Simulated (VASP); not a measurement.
# C (P6_3/mmc) in VASP: a series of runs

The runs below take C through single point, with PBE.

Everything below comes from runs of VASP 6.6.1. Logs are shortened: lines on timing, memory, paths and dates and some standing lists are left out, and cuts for length are marked.

**1. The cell of the first run**

It takes space group P6_3/mmc (No. 194, hexagonal). The conventional cell has a = 2.467 Å, b = 2.467 Å, c = 8.527 Å, α = 90.00°, β = 90.00°, γ = 120.00°. Within 1.9 Å of C (site symmetry -6m2) lie 3 C at 1.42 Å. C (site symmetry -6m2) has 3 C at 1.42 Å within 1.9 Å.

**2. Single point, PBE**

File INCAR:

```
PREC = Accurate
ENCUT = 520
EDIFF = 1E-7
ISMEAR = 0
SIGMA = 0.3
LREAL = False
LASPH = True
NELM = 100
ALGO = Normal
ISIF = 2
LWAVE = False
LCHARG = False
GGA = PE
NBANDS = 16
```

File KPOINTS:

```
Automatic mesh
0
Gamma
  15 15 4
```

File POSCAR:

```
C
1.0
    2.4665665061      0.0000000000      0.0000000000
   -1.2332832531      2.1361092544      0.0000000000
    0.0000000000      0.0000000000      8.5267424969
C
4
Direct
    1.0000000000      1.0000000000      0.2500000000
    0.0000000000      0.0000000000      0.7500000000
    0.3333333333      0.6666666667      0.2500000000
    0.6666666667      0.3333333333      0.7500000000
```

Potentials or basis: VASP PAW PBE potentials, release 64 (C).

The run is started by

```
cat potpaw_PBE.64/C/POTCAR > POTCAR
mpirun -np 1 vasp_std > vasp.out
```

OUTCAR:

```text
PREC = Accurate
   ENCUT = 520
   EDIFF = 1E-7
   ISMEAR = 0
   LREAL = False
   LASPH = True
   NELM = 100
   ISIF = 2
   GGA = PE

 ion  position               nearest neighbor table
   1  0.000  0.000  0.250-   3 1.42   3 1.42   3 1.42
   2  0.000  0.000  0.750-   4 1.42   4 1.42   4 1.42
   3  0.333  0.667  0.250-   1 1.42   1 1.42   1 1.42
   4  0.667  0.333  0.750-   2 1.42   2 1.42   2 1.42

  LATTYP: Found a hexagonal cell.
 ALAT       =     2.4665665061
 C/A-ratio  =     3.4569278695

  Lattice vectors:

 A1 = (   2.4665665061,   0.0000000000,   0.0000000000)
 A2 = (  -1.2332832531,   2.1361092544,   0.0000000000)
 A3 = (   0.0000000000,   0.0000000000,   8.5267424969)

Analysis of symmetry for initial positions (statically):
=====================================================================
 Subroutine PRICEL returns:
 Original cell was already a primitive cell.

 Routine SETGRP: Setting up the symmetry group for a
 hexagonal supercell.

 Subroutine GETGRP returns: Found 24 space group operations
 (whereof 12 operations were pure point group operations)
 out of a pool of 24 trial point group operations.

The static configuration has the point symmetry D_3d.
 The point group associated with its full space group is D_6h.

Analysis of symmetry for dynamics (positions and initial velocities):
=====================================================================
 Subroutine PRICEL returns:
 Original cell was already a primitive cell.

 Routine SETGRP: Setting up the symmetry group for a
 hexagonal supercell.

 Subroutine GETGRP returns: Found 24 space group operations
 (whereof 12 operations were pure point group operations)
 out of a pool of 24 trial point group operations.

The dynamic configuration has the point symmetry D_3d.
 The point group associated with its full space group is D_6h.

 Subroutine INISYM returns: Found 24 space group operations
 (whereof 12 operations are pure point group operations),
 and found     1 'primitive' translations

----------------------------------------------------------------------------------------

                                     Primitive cell

  volume of cell :      44.9262

[... 83 lines left out ...]
   PREC   = accura    normal or accurate (medium, high low for compatibility)
   ISTART =      0    job   : 0-new  1-cont  2-samecut
   ICHARG =      2    charge: 1-file 2-atom 10-const
   ISPIN  =      1    spin polarized calculation?
   LNONCOLLINEAR =      F non collinear calculations
   LSORBIT =      F    spin-orbit coupling
   LASPH  =      T    aspherical Exc in radial PAW
   ENCUT  =  520.0 eV  38.22 Ry    6.18 a.u.   4.59  4.59 15.85*2*pi/ulx,y,z
   NELM   =    100;   NELMIN=  2; NELMDL= -5     # of ELM steps
   EDIFF  = 0.1E-06   stopping-criterion for ELM
   LREAL  =      F    real-space projection
   EDIFFG = 0.1E-05   stopping-criterion for IOM
   NSW    =      0    number of steps for IOM
   IBRION =     -1    ionic relax: 0-MD 1-quasi-New 2-CG
   NFREE  =      0    steps in history (QN), initial steepest desc. (CG)
   ISIF   =      2    stress and relaxation
   ISYM   =      2    0-nonsym 1-usesym 2-fastsym
   POTIM  = 0.5000    time-step for ionic-motion
   TEBEG  =    0.0;   TEEND  =   0.0 temperature during run
   PSTRESS=    0.0 pullay stress
   NELECT =      16.0000    total number of electrons
   NUPDOWN=      -1.0000    fix difference up-down
   EMIN   =  10.00;   EMAX   =-10.00  energy-range for DOS
   EFERMI =   0.00;   METHOD = LEGACY
   ISMEAR =     0;   SIGMA  =   0.30  broadening in eV -4-tet -1-fermi 0-gaus
   EFERMI_NEDOS =   21; number of points for ismear=-14 and -15
   IALGO  =     38    algorithm
   IMIX   =      4    mixing-type and parameters
     AMIX     =   0.40;   BMIX     =  1.00
     AMIX_MAG =   1.60;   BMIX_MAG =  1.00
  volume/ion in A,a.u.               =      11.23        75.79
  Fermi-wavevector in a.u.,A,eV,Ry     =   1.160419  2.192875 18.321243  1.346573
  Thomas-Fermi vector in A             =   2.297002
   LORBIT       =      0    0 simple, 1 ext, 2 COOP (PROOUT), +10 PAW based schemes
   GGA     = PE    functional components
   LHFCALC =     F    Hartree Fock is set to
   AEXX    =    0.0000 exact exchange contribution
   IVDW    =     0    specifies the selected vdW correction
   LEPSILON=     F    determine dielectric tensor
   LRPA    =     F    only Hartree local field effects (RPA)
 non-spin polarized calculation
 Gauss-broadening in eV      SIGMA  =   0.30
  energy-cutoff  :      520.00
  volume of cell :       44.93
 maximum number of plane-waves:      1232
   NGX =  9   NGY =  9   NGZ = 31

 number of electron      15.9999993 magnetization

 Free energy of the ion-electron system (eV)
  ---------------------------------------------------
  ext. energy  EPLUGINS =         0.00000000
  ---------------------------------------------------
  free energy    TOTEN  =       -36.90564437 eV

  energy without entropy =      -36.89989717  energy(sigma->0) =      -36.90277077

 E-fermi :   2.7925     XC(G=0):  -8.7220

 val. band max:        2.7921977237   @ k =   0.3333   0.3333   0.2500
 cond. band min:       2.7928262070   @ k =   0.3333   0.3333   0.5000
 fundamental gap:      0.0006284833
 Fermi energy:         2.7925484617

 k-point     1 :       0.0000    0.0000    0.0000
  band No.  band energies     occupation
      1     -16.7397      2.00000
      2     -16.7039      2.00000
      3      -5.0539      2.00000
      4      -4.5714      2.00000
      5      -0.2517      2.00000
      6      -0.2517      2.00000
[... 433 lines left out ...]
      3      -9.8891      2.00000
      4      -9.8816      2.00000
      5      -6.0524      2.00000
      6      -6.0430      2.00000
[... 8 lines left out ...]
     15      14.3026      0.00000
     16      14.5586      0.00000

 [... further k-points ...]
[... 5 lines left out ...]
  --------------------------------------------------------------------------------------
  -------------------------------------------------------------------------------------
  Total        0.1542844      0.1542844     -0.0055549     -0.0000000      0.0000000      0.0000000
  in kB        5.5021586      5.5021586     -0.1980996     -0.0000000      0.0000000      0.0000000
  external PRESSURE =       3.6020725 kB  Pullay stress =       0.0000000 kB

 VOLUME and BASIS-vectors are now :
 -----------------------------------------------------------------------------
  energy-cutoff  :      520.00
  volume of cell :       44.93
      direct lattice vectors                 reciprocal lattice vectors
     2.466566506  0.000000000  0.000000000     0.405421868  0.234070425  0.000000000
    -1.233283253  2.136109254  0.000000000     0.000000000  0.468140849  0.000000000
     0.000000000  0.000000000  8.526742497     0.000000000  0.000000000  0.117278081

 POSITION                                       TOTAL-FORCE (eV/Angst)
 -----------------------------------------------------------------------------------
      0.00000      0.00000      2.13169        -0.000000     -0.000000      0.000000
      0.00000      0.00000      6.39506         0.000000      0.000000      0.000000
     -0.00000      1.42407      2.13169        -0.000000      0.000000     -0.000000
      1.23328      0.71204      6.39506         0.000000     -0.000000     -0.000000
 -----------------------------------------------------------------------------------
    total drift:                                0.000000     -0.000000      0.000000

  FREE ENERGIE OF THE ION-ELECTRON SYSTEM (eV)
  ---------------------------------------------------
  free  energy   TOTEN  =       -36.9056443698 eV

  energy  without entropy=      -36.8998971743  energy(sigma->0) =      -36.90277077
```

stdout:

```text
POSCAR found type information on POSCAR C
 POSCAR found :  1 types and       4 ions
 scaLAPACK will be used
 LDA part: xc-table for (Slater+PW92), standard interpolation
 POSCAR, INCAR and KPOINTS ok, starting setup
 FFT: planning ... GRIDC
 FFT: planning ... GRID_SOFT
 FFT: planning ... GRID
 WAVECAR not read
 entering main loop
```

Wall time 56 s (1 thread of Intel Xeon 8259CL, shared host); peak memory 0.17 GiB.

What came out:

```
Free energy            : -36.9056 eV
Pressure               : 0.4 GPa
Band gap on the k mesh : zero (filled and empty bands touch)
```

Stress tensor (GPa, compression positive):
```
 0.55  0.00  0.00
 0.00  0.55  0.00
 0.00  0.00 -0.02
```

Caveat: so wide a smearing shifts energies and pressures; this functional lacks dispersion, which binds the layers, so the pressure and a relaxed spacing across them are unreliable.

**3. Single point, PBE**

File INCAR:

```
SYSTEM = C
ALGO = Normal
EDIFF = 1E-7
ENCUT = 520
GGA = PE
ISIF = 2
ISMEAR = 0
LASPH = .TRUE.
LCHARG = .FALSE.
LREAL = .FALSE.
LWAVE = .FALSE.
NBANDS = 16
NELM = 100
PREC = Accurate
SIGMA = 0.6
```

File KPOINTS:

```
k-points
0
G
  15 15 4
  0 0 0
```

POSCAR is that of step 2.

Potentials or basis: VASP PAW PBE potentials, release 64 (C).

The run is started by

```
cat potpaw_PBE.64/C/POTCAR > POTCAR
mpirun -np 1 vasp_std > vasp.out
```

Run time: 68 s. Hardware: 1 thread of Intel Xeon 8259CL, shared host; peak memory 0.17 GiB.

The run converged. Its results:

```yaml
Free_energy: -36.9119 eV
Pressure: 0.4 GPa
Band_gap_on_the_k_mesh: zero (filled and empty bands touch)
```

Stress tensor (GPa, compression positive):
```
 0.56  0.00  0.00
 0.00  0.56  0.00
 0.00  0.00 -0.01
```

Levels at points of the mesh, in eV from the Fermi level:
```tsv
k point	band 4	band 5	band 6	band 7	band 8	band 9	band 10	band 11	band 12	band 13
(0.00, 0.00, 0.00)	-7.36	-3.04	-3.04	-3.04	-3.04	3.09	6.40	8.31	8.31	8.31
(0.00, 0.00, 0.50)	-7.61	-3.04	-3.04	-3.04	-3.04	4.35	4.35	8.31	8.31	8.31
```

Caveat: so wide a smearing shifts energies and pressures; this functional lacks dispersion, which binds the layers, so the pressure and a relaxed spacing across them are unreliable.
